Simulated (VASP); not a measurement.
A run of VASP 6.6.1 is set up as follows.

File INCAR:

```
SYSTEM = MoI
PREC = Accurate ; ENCUT = 520
EDIFF = 1E-7 ; ISMEAR = -1
SIGMA = 0.05 ; LREAL = .FALSE.
LASPH = .TRUE. ; NELM = 80
ALGO = Normal ; ISIF = 2
LWAVE = .FALSE. ; LCHARG = .FALSE.
GGA = PE ; NBANDS = 18
```

File KPOINTS:

```
Automatic mesh
0
G
  7 7 7
  0 0 0
```

POSCAR

```
MoI
1.0
    0.0000000000      3.1139586535      3.1139586535
    3.1139586535      0.0000000000      3.1139586535
    3.1139586535      3.1139586535      0.0000000000
Mo I
1 1
Direct
    0.0000000000      0.0000000000      0.0000000000
    0.7500000000      0.7500000000      0.7500000000
```

Potentials or basis: VASP PAW PBE potentials, release 64 (Mo_sv, I).

Launch:

```console
$ cat potpaw_PBE.64/Mo_sv/POTCAR potpaw_PBE.64/I/POTCAR > POTCAR
$ mpirun -np 1 vasp_std > vasp.out
```

(1) Predict the pressure.

Answers

(1) -4.6 GPa.

Caveat: an odd number of electrons without spin polarisation forces a metal; a magnetic or distorted state may lie lower.
